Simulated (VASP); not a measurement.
**Al: single point with PBE**

Crystal: Al.

```xyz
1
Lattice="0.0000 2.0203 2.0203 2.0203 0.0000 2.0203 2.0203 2.0203 0.0000" Properties=species:S:1:pos:R:3 pbc="T T T"
Al    0.0000    0.0000    0.0000
```

| Property | Result |
| --- | --- |
| Program | VASP 6.6.1 |
| Task | single point |
| Functional | PBE |
| Potentials or basis | VASP PAW PBE potentials, release 64 (Al) |
| Cutoff | 520 eV |
| k mesh | 18 × 18 × 18 |
| Occupations | gaussian, width 0.1 eV |
| Spin | no spin polarisation |

| Property | Result |
| --- | --- |
| Pressure | 0.0 GPa |

Levels at points of the mesh, in eV from the Fermi level:
```csv
k point,band 1,band 2,band 3,band 4,band 5,band 6
"(0.00, 0.00, 0.00)",-11.13,12.63,12.63,12.63,14.13,14.13
"(0.50, 0.00, 0.00)",-4.59,-4.37,11.42,11.42,11.47,11.47
"(0.50, 0.50, 0.00)",-2.92,-1.59,5.27,5.61,5.61,9.08
```

Run time: 7.4 s on 1 thread of Intel(R) Xeon(R) 6975P-C (Granite Rapids), with other jobs on the host, peak memory 0.14 GiB.
